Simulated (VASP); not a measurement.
# Li6AlB3 (Pm-3) in VASP: notebook

The runs below take Li6AlB3 through single point, relaxation of cell and atoms, with PBE.

Everything below comes from runs of VASP 6.6.1. Logs are shortened: lines on timing, memory, paths and dates and some standing lists are left out, and cuts for length are marked.

### 1 The cell of the first run

The structure is cubic, space group Pm-3 (No. 200). Conventional cell: a = 4.857 Å, b = 4.857 Å, c = 4.857 Å, α = 90.00°, β = 90.00°, γ = 90.00°. Within 2.0 Å of Li (site symmetry mm2) lie 1 B at 1.48 Å and 1 Li at 1.90 Å. Al (site symmetry m-3) has 6 B at 2.43 Å and 12 Li at 2.84 Å within 3.2 Å. Within 2.0 Å of B (site symmetry mmm) lie 2 Li at 1.48 Å.

### 2 Single point, PBE

Input file INCAR:

```
PREC = Accurate
ENCUT = 520
EDIFF = 1E-6
ISMEAR = 0
SIGMA = 0.1
LREAL = F
LASPH = T
NELM = 80
ALGO = Normal
ISIF = 2
LWAVE = F
LCHARG = F
GGA = PE
NBANDS = 26
```

Input file KPOINTS:

```
regular mesh
0
Gamma
  4 4 4
```

Input file POSCAR:

```
Li6AlB3
1.0
    4.8569160900      0.0000000000      0.0000000000
    0.0000000000      4.8569160900      0.0000000000
    0.0000000000      0.0000000000      4.8569160900
Li Al B
6 1 3
Direct
    0.6953835100      0.5000000000      0.0000000000
    0.3046164900      0.5000000000      0.0000000000
    0.0000000000      0.6953835100      0.5000000000
    0.0000000000      0.3046164900      0.5000000000
    0.5000000000      0.0000000000      0.6953835100
    0.5000000000      0.0000000000      0.3046164900
    0.0000000000      0.0000000000      0.0000000000
    0.5000000000      0.0000000000      0.0000000000
    0.0000000000      0.5000000000      0.0000000000
    0.0000000000      0.0000000000      0.5000000000
```

Potentials or basis: VASP PAW PBE potentials, release 64 (Li_sv, Al, B).

Started as:

```console
$ cat potpaw_PBE.64/Li_sv/POTCAR potpaw_PBE.64/Al/POTCAR potpaw_PBE.64/B/POTCAR > POTCAR
$ mpirun -np 1 vasp_std > vasp.out
```

OUTCAR:

```text
PREC = Accurate
   ENCUT = 520
   EDIFF = 1E-6
   ISMEAR = 0
   LREAL = F
   LASPH = T
   NELM = 80
   ISIF = 2
   GGA = PE

 ion  position               nearest neighbor table
   1  0.695  0.500  0.000-   9 1.48   2 1.90   7 2.84   7 2.84
   2  0.305  0.500  0.000-   9 1.48   1 1.90   7 2.84   7 2.84
   3  0.000  0.695  0.500-  10 1.48   4 1.90   7 2.84   7 2.84
   4  0.000  0.305  0.500-  10 1.48   3 1.90   7 2.84   7 2.84
   5  0.500  0.000  0.695-   8 1.48   6 1.90   7 2.84   7 2.84
   6  0.500  0.000  0.305-   8 1.48   5 1.90   7 2.84   7 2.84
   7  0.000  0.000  0.000-   8 2.43   9 2.43  10 2.43  10 2.43   9 2.43   8 2.43   1 2.84   2 2.84
                             3 2.84   3 2.84   4 2.84   4 2.84   1 2.84   2 2.84   5 2.84   5 2.84
   8  0.500  0.000  0.000-   5 1.48   6 1.48   7 2.43   7 2.43
   9  0.000  0.500  0.000-   1 1.48   2 1.48   7 2.43   7 2.43
  10  0.000  0.000  0.500-   3 1.48   4 1.48   7 2.43   7 2.43

  LATTYP: Found a simple cubic cell.
 ALAT       =     4.8569160900

  Lattice vectors:

 A1 = (   4.8569160900,   0.0000000000,   0.0000000000)
 A2 = (   0.0000000000,   4.8569160900,   0.0000000000)
 A3 = (   0.0000000000,   0.0000000000,   4.8569160900)

Analysis of symmetry for initial positions (statically):
=====================================================================
 Subroutine PRICEL returns:
 Original cell was already a primitive cell.

 Routine SETGRP: Setting up the symmetry group for a
 simple cubic supercell.

 Subroutine GETGRP returns: Found 24 space group operations
 (whereof 24 operations were pure point group operations)
 out of a pool of 48 trial point group operations.

The static configuration has the point symmetry T_h .

Analysis of symmetry for dynamics (positions and initial velocities):
=====================================================================
 Subroutine PRICEL returns:
 Original cell was already a primitive cell.

 Routine SETGRP: Setting up the symmetry group for a
 simple cubic supercell.

 Subroutine GETGRP returns: Found 24 space group operations
 (whereof 24 operations were pure point group operations)
 out of a pool of 48 trial point group operations.

The dynamic configuration has the point symmetry T_h .

 Subroutine INISYM returns: Found 24 space group operations
 (whereof 24 operations are pure point group operations),
 and found     1 'primitive' translations

----------------------------------------------------------------------------------------

                                     Primitive cell

  volume of cell :     114.5729

  direct lattice vectors                    reciprocal lattice vectors
     4.856916090  0.000000000  0.000000000     0.205891965  0.000000000  0.000000000
     0.000000000  4.856916090  0.000000000     0.000000000  0.205891965  0.000000000
     0.000000000  0.000000000  4.856916090     0.000000000  0.000000000  0.205891965

  length of vectors
     4.856916090  4.856916090  4.856916090     0.205891965  0.205891965  0.205891965

  position of ions in fractional coordinates (direct lattice)
     0.695383510  0.500000000  0.000000000
     0.304616490  0.500000000  0.000000000
     0.000000000  0.695383510  0.500000000
     0.000000000  0.304616490  0.500000000
     0.500000000  0.000000000  0.695383510
     0.500000000  0.000000000  0.304616490
     0.000000000  0.000000000  0.000000000
     0.500000000  0.000000000  0.000000000
     0.000000000  0.500000000  0.000000000
     0.000000000  0.000000000  0.500000000

  ion indices of the primitive-cell ions
   primitive index   ion index
                 1           1
                 2           2
                 3           3
                 4           4
                 5           5
                 6           6
                 7           7
                 8           8
                 9           9
                10          10

----------------------------------------------------------------------------------------

 KPOINTS: regular mesh

Automatic generation of k-mesh.
 Grid dimensions read from file:
 generate k-points for:    4    4    4

 Generating k-lattice:

  Cartesian coordinates                     Fractional coordinates (reciprocal lattice)
     0.051472991  0.000000000  0.000000000     0.250000000  0.000000000  0.000000000
     0.000000000  0.051472991  0.000000000     0.000000000  0.250000000  0.000000000
     0.000000000  0.000000000  0.051472991     0.000000000  0.000000000  0.250000000

  Length of vectors
     0.051472991  0.051472991  0.051472991

  Shift w.r.t. Gamma in fractional coordinates (k-lattice)
     0.000000000  0.000000000  0.000000000

 Subroutine IBZKPT returns following result:
 ===========================================

 Found     11 irreducible k-points:

 Following reciprocal coordinates:
            Coordinates               Weight
  0.000000  0.000000  0.000000      1.000000
  0.250000  0.000000  0.000000      6.000000
  0.500000  0.000000  0.000000      3.000000
  0.250000  0.250000  0.000000     12.000000
  0.500000  0.250000  0.000000      6.000000
 -0.250000  0.500000  0.000000      6.000000
  0.500000  0.500000  0.000000      3.000000
  0.250000  0.250000  0.250000      8.000000
  0.500000  0.250000  0.250000     12.000000
  0.500000  0.500000  0.250000      6.000000
  0.500000  0.500000  0.500000      1.000000
   k-points           NKPTS =     11   k-points in BZ     NKDIM =     11   number of bands    NBANDS=     26
   number of dos      NEDOS =    301   number of ions     NIONS =     10
   total plane-waves  NPLWV =  46656
   dimension x,y,z NGX =    36 NGY =   36 NGZ =   36
   dimension x,y,z NGXF=    72 NGYF=   72 NGZF=   72
   ions per type =               6   1   3
   NGX,Y,Z   is equivalent  to a cutoff of  12.32, 12.32, 12.32 a.u.
   NGXF,Y,Z  is equivalent  to a cutoff of  24.64, 24.64, 24.64 a.u.
 SYSTEM =  unknown system
   PREC   = accura    normal or accurate (medium, high low for compatibility)
   ISTART =      0    job   : 0-new  1-cont  2-samecut
   ICHARG =      2    charge: 1-file 2-atom 10-const
   ISPIN  =      1    spin polarized calculation?
   LNONCOLLINEAR =      F non collinear calculations
   LSORBIT =      F    spin-orbit coupling
   LASPH  =      T    aspherical Exc in radial PAW
   ENCUT  =  520.0 eV  38.22 Ry    6.18 a.u.   9.03  9.03  9.03*2*pi/ulx,y,z
   NELM   =     80;   NELMIN=  2; NELMDL= -5     # of ELM steps
   EDIFF  = 0.1E-05   stopping-criterion for ELM
   LREAL  =      F    real-space projection
   EDIFFG = 0.1E-04   stopping-criterion for IOM
   NSW    =      0    number of steps for IOM
   IBRION =     -1    ionic relax: 0-MD 1-quasi-New 2-CG
   NFREE  =      0    steps in history (QN), initial steepest desc. (CG)
   ISIF   =      2    stress and relaxation
   ISYM   =      2    0-nonsym 1-usesym 2-fastsym
   POTIM  = 0.5000    time-step for ionic-motion
   TEBEG  =    0.0;   TEEND  =   0.0 temperature during run
   PSTRESS=    0.0 pullay stress
   NELECT =      30.0000    total number of electrons
   NUPDOWN=      -1.0000    fix difference up-down
   EMIN   =  10.00;   EMAX   =-10.00  energy-range for DOS
   EFERMI =   0.00;   METHOD = LEGACY
   ISMEAR =     0;   SIGMA  =   0.10  broadening in eV -4-tet -1-fermi 0-gaus
   EFERMI_NEDOS =   21; number of points for ismear=-14 and -15
   IALGO  =     38    algorithm
   IMIX   =      4    mixing-type and parameters
     AMIX     =   0.40;   BMIX     =  1.00
     AMIX_MAG =   1.60;   BMIX_MAG =  1.00
  volume/ion in A,a.u.               =      11.46        77.32
  Fermi-wavevector in a.u.,A,eV,Ry     =   1.047341  1.979187 14.924537  1.096923
  Thomas-Fermi vector in A             =   2.182217
   LORBIT       =      0    0 simple, 1 ext, 2 COOP (PROOUT), +10 PAW based schemes
   GGA     = PE    functional components
   LHFCALC =     F    Hartree Fock is set to
   AEXX    =    0.0000 exact exchange contribution
   IVDW    =     0    specifies the selected vdW correction
   LEPSILON=     F    determine dielectric tensor
   LRPA    =     F    only Hartree local field effects (RPA)
 non-spin polarized calculation
 Gauss-broadening in eV      SIGMA  =   0.10
  energy-cutoff  :      520.00
  volume of cell :      114.57
 maximum number of plane-waves:      3136
   NGX = 19   NGY = 19   NGZ = 19

 number of electron      29.9999977 magnetization

 Free energy of the ion-electron system (eV)
  ---------------------------------------------------
  ext. energy  EPLUGINS =         0.00000000
  ---------------------------------------------------
  free energy    TOTEN  =       -15.66863343 eV

  energy without entropy =      -15.64911379  energy(sigma->0) =      -15.65887361

 E-fermi :   3.6936     XC(G=0):  -9.1023

 val. band max:        3.5746825936   @ k =  -0.2500   0.5000   0.0000
 cond. band min:       3.7161794198   @ k =   0.0000   0.0000   0.0000
 fundamental gap:      0.1414968261
 Fermi energy:         3.6936150572

 k-point     1 :       0.0000    0.0000    0.0000
  band No.  band energies     occupation
      1     -43.7521      2.00000
      2     -43.7256      2.00000
      3     -43.7256      2.00000
      4     -43.5083      2.00000
      5     -43.5083      2.00000
      6     -43.5083      2.00000
[... 18 lines left out ...]
     25       8.7321      0.00000
     26      10.0331      0.00000

 k-point     2 :       0.2500    0.0000    0.0000
  band No.  band energies     occupation
      1     -43.7499      2.00000
      2     -43.7298      2.00000
      3     -43.7268      2.00000
      4     -43.5083      2.00000
      5     -43.5083      2.00000
      6     -43.5050      2.00000
[... 18 lines left out ...]
     25       9.4432      0.00000
[... 231 lines left out ...]
     25       9.5058      0.00000
     26      10.2422      0.00000

 k-point    11 :       0.5000    0.5000    0.5000
  band No.  band energies     occupation
      1     -43.7404      2.00000
      2     -43.7404      2.00000
      3     -43.7404      2.00000
      4     -43.5023      2.00000
      5     -43.5023      2.00000
      6     -43.5023      2.00000
[... 18 lines left out ...]
     25       9.6666      0.00000
     26      10.6463      0.00000

------------------------ aborting loop because EDIFF is reached ----------------------------------------

  FORCE on cell =-STRESS in cart. coord.  units (eV):
  Direction    XX          YY          ZZ          XY          YZ          ZX
  --------------------------------------------------------------------------------------
  -------------------------------------------------------------------------------------
  Total       18.2308940     18.2308940     18.2308940     -0.0000000      0.0000000      0.0000000
  in kB      254.9392757    254.9392757    254.9392757     -0.0000000      0.0000000      0.0000000
  external PRESSURE =     254.9392757 kB  Pullay stress =       0.0000000 kB

 VOLUME and BASIS-vectors are now :
 -----------------------------------------------------------------------------
  energy-cutoff  :      520.00
  volume of cell :      114.57
      direct lattice vectors                 reciprocal lattice vectors
     4.856916090  0.000000000  0.000000000     0.205891965  0.000000000  0.000000000
     0.000000000  4.856916090  0.000000000     0.000000000  0.205891965  0.000000000
     0.000000000  0.000000000  4.856916090     0.000000000  0.000000000  0.205891965

 POSITION                                       TOTAL-FORCE (eV/Angst)
 -----------------------------------------------------------------------------------
      3.37742      2.42846      0.00000        -5.861834      0.000000      0.000000
      1.47950      2.42846      0.00000         5.861834     -0.000000     -0.000000
      0.00000      3.37742      2.42846         0.000000     -5.861834     -0.000000
      0.00000      1.47950      2.42846         0.000000      5.861834      0.000000
      2.42846      0.00000      3.37742         0.000000      0.000000     -5.861834
      2.42846      0.00000      1.47950        -0.000000     -0.000000      5.861834
      0.00000      0.00000      0.00000         0.000000      0.000000      0.000000
      2.42846      0.00000      0.00000         0.000000      0.000000      0.000000
      0.00000      2.42846      0.00000         0.000000      0.000000      0.000000
      0.00000      0.00000      2.42846         0.000000      0.000000      0.000000
 -----------------------------------------------------------------------------------
    total drift:                                0.000000      0.000000     -0.000000

  FREE ENERGIE OF THE ION-ELECTRON SYSTEM (eV)
  ---------------------------------------------------
  free  energy   TOTEN  =       -15.6686334328 eV

  energy  without entropy=      -15.6491137853  energy(sigma->0) =      -15.65887361
```

Run time: 52 s. Hardware: 1 thread of Oxide Virtual Turin-like, shared host; peak memory 0.17 GiB.

Results:

```yaml
Free_energy: -15.6686 eV
Largest_force: 5.862 eV/Å
Band_gap_on_the_k_mesh: zero (band 15 reaches 4.17 eV, above the bottom of band 16 at 3.48 eV)
```

Forces on the atoms (eV/Å):
```
Li  -5.862  0.000  0.000
Li   5.862  0.000  0.000
Li   0.000 -5.862  0.000
Li   0.000  5.862  0.000
Li   0.000  0.000 -5.862
Li   0.000  0.000  5.862
Al   0.000  0.000  0.000
B    0.000  0.000  0.000
B    0.000  0.000  0.000
B    0.000  0.000  0.000
```

Levels at points of the mesh, in eV from the Fermi level:
| k point | band 13 | band 14 | band 15 | band 16 | band 17 | band 18 |
| --- | --- | --- | --- | --- | --- | --- |
| (0.00, 0.00, 0.00) | -0.60 | 0.02 | 0.02 | 0.02 | 0.91 | 0.91 |
| (0.50, 0.00, 0.00) | -2.29 | -1.84 | -0.42 | 0.21 | 0.47 | 1.12 |
| (0.50, 0.50, 0.00) | -1.95 | -1.93 | 0.06 | 0.24 | 0.36 | 0.46 |
| (0.50, 0.50, 0.50) | -2.44 | -1.29 | 0.47 | 0.47 | 0.47 | 0.49 |

Caveat: the cutoff is under 1.25 times the usual one of these potentials, so pressure, stress and relaxed cells hold a basis-set (Pulay) error; forces of over 1 eV/Å act on the atoms, so gaps and moduli don't describe the material at rest.

### 3 Single point, PBE

This run uses another cell than the first one, of 17.20 Å³/atom, 1.502 times its volume.

Input file INCAR:

```
SYSTEM = Li6AlB3
PREC = Accurate
ENCUT = 520
EDIFF = 1E-7
ISMEAR = 0
SIGMA = 0.1
LREAL = .FALSE.
LASPH = .TRUE.
NELM = 80
ALGO = Normal
ISIF = 2
LWAVE = .FALSE.
LCHARG = .TRUE.
GGA = PE
LELF = .TRUE.
LVHAR = .TRUE.
NBANDS = 26
```

Input file KPOINTS:

```
regular mesh
0
G
  4 4 4
  0 0 0
```

Input file POSCAR:

```
Li6AlB3
1.0
    5.5616767070      0.0000000000      0.0000000000
    0.0000000000      5.5616767070      0.0000000000
    0.0000000000      0.0000000000      5.5616767070
Li Al B
6 1 3
Direct
    0.6642660030      0.5000000000      0.0000000000
    0.3357339970      0.5000000000      0.0000000000
    0.0000000000      0.6642660030      0.5000000000
    0.0000000000      0.3357339970      0.5000000000
    0.5000000000      0.0000000000      0.6642660030
    0.5000000000      0.0000000000      0.3357339970
    0.0000000000      0.0000000000      0.0000000000
    0.5000000000      0.0000000000      0.0000000000
    0.0000000000      0.5000000000      0.0000000000
    0.0000000000      0.0000000000      0.5000000000
```

Potentials or basis: VASP PAW PBE potentials, release 64 (Li_sv, Al, B).

Started as:

```console
$ cat potpaw_PBE.64/Li_sv/POTCAR potpaw_PBE.64/Al/POTCAR potpaw_PBE.64/B/POTCAR > POTCAR
$ mpirun -np 1 vasp_std > vasp.out
```

OUTCAR:

```text
SYSTEM = Li6AlB3
   PREC = Accurate
   ENCUT = 520
   EDIFF = 1E-7
   ISMEAR = 0
   LREAL = .FALSE.
   LASPH = .TRUE.
   NELM = 80
   ISIF = 2
   GGA = PE

 ion  position               nearest neighbor table
   1  0.664  0.500  0.000-   2 1.83   9 1.87
   2  0.336  0.500  0.000-   1 1.83   9 1.87
   3  0.000  0.664  0.500-   4 1.83  10 1.87
   4  0.000  0.336  0.500-   3 1.83  10 1.87
   5  0.500  0.000  0.664-   6 1.83   8 1.87
   6  0.500  0.000  0.336-   5 1.83   8 1.87
   7  0.000  0.000  0.000-
   8  0.500  0.000  0.000-   5 1.87   6 1.87
   9  0.000  0.500  0.000-   1 1.87   2 1.87
  10  0.000  0.000  0.500-   3 1.87   4 1.87

  LATTYP: Found a simple cubic cell.
 ALAT       =     5.5616767070

  Lattice vectors:

 A1 = (   5.5616767070,   0.0000000000,   0.0000000000)
 A2 = (   0.0000000000,   5.5616767070,   0.0000000000)
 A3 = (   0.0000000000,   0.0000000000,   5.5616767070)

Analysis of symmetry for initial positions (statically):
=====================================================================
[... 184 lines left out ...]
      1     -45.7101      2.00000
      2     -45.7061      2.00000
      3     -45.7061      2.00000
      4     -45.3894      2.00000
      5     -45.3894      2.00000
      6     -45.3894      2.00000
[... 308 lines left out ...]
     25       6.1841      0.00000
     26       6.2059      0.00000

------------------------ aborting loop because EDIFF is reached ----------------------------------------

  FORCE on cell =-STRESS in cart. coord.  units (eV):
  Direction    XX          YY          ZZ          XY          YZ          ZX
  --------------------------------------------------------------------------------------
  -------------------------------------------------------------------------------------
  Total        0.1120620      0.1120620      0.1120620     -0.0000000      0.0000000      0.0000000
  in kB        1.0436428      1.0436428      1.0436428     -0.0000000      0.0000000      0.0000000
  external PRESSURE =       1.0436428 kB  Pullay stress =       0.0000000 kB

 VOLUME and BASIS-vectors are now :
 -----------------------------------------------------------------------------
  energy-cutoff  :      520.00
  volume of cell :      172.04
      direct lattice vectors                 reciprocal lattice vectors
     5.561676707  0.000000000  0.000000000     0.179801893  0.000000000  0.000000000
     0.000000000  5.561676707  0.000000000     0.000000000  0.179801893  0.000000000
     0.000000000  0.000000000  5.561676707     0.000000000  0.000000000  0.179801893

 POSITION                                       TOTAL-FORCE (eV/Angst)
 -----------------------------------------------------------------------------------
      3.69443      2.78084      0.00000        -0.068023     -0.000000     -0.000000
      1.86724      2.78084      0.00000         0.068023     -0.000000      0.000000
      0.00000      3.69443      2.78084         0.000000     -0.068023     -0.000000
      0.00000      1.86724      2.78084         0.000000      0.068023      0.000000
      2.78084      0.00000      3.69443         0.000000     -0.000000     -0.068023
      2.78084      0.00000      1.86724         0.000000     -0.000000      0.068023
      0.00000      0.00000      0.00000         0.000000     -0.000000      0.000000
      2.78084      0.00000      0.00000         0.000000     -0.000000      0.000000
      0.00000      2.78084      0.00000         0.000000     -0.000000      0.000000
      0.00000      0.00000      2.78084         0.000000     -0.000000      0.000000
 -----------------------------------------------------------------------------------
    total drift:                                0.000000      0.000000      0.000000

  FREE ENERGIE OF THE ION-ELECTRON SYSTEM (eV)
  ---------------------------------------------------
  free  energy   TOTEN  =       -21.8285968330 eV

  energy  without entropy=      -21.7984935091  energy(sigma->0) =      -21.81354517
```

Wall time 90 s (1 thread of Oxide Virtual Turin-like, shared host); peak memory 0.23 GiB.

Results:

```
Free energy            : -21.8286 eV
Largest force          : 0.068 eV/Å
Band gap on the k mesh : zero (band 15 reaches 1.90 eV, above the bottom of band 16 at 1.21 eV)
```

Forces in eV/Å, atoms in the order of the input:
```
Li  -0.068  0.000  0.000
Li   0.068  0.000  0.000
Li   0.000 -0.068  0.000
Li   0.000  0.068  0.000
Li   0.000  0.000 -0.068
Li   0.000  0.000  0.068
Al   0.000  0.000  0.000
B    0.000  0.000  0.000
B    0.000  0.000  0.000
B    0.000  0.000  0.000
```

Caveat: the cutoff is under 1.25 times the usual one of these potentials, so pressure, stress and relaxed cells hold a basis-set (Pulay) error.

[end of part 1 of 2]
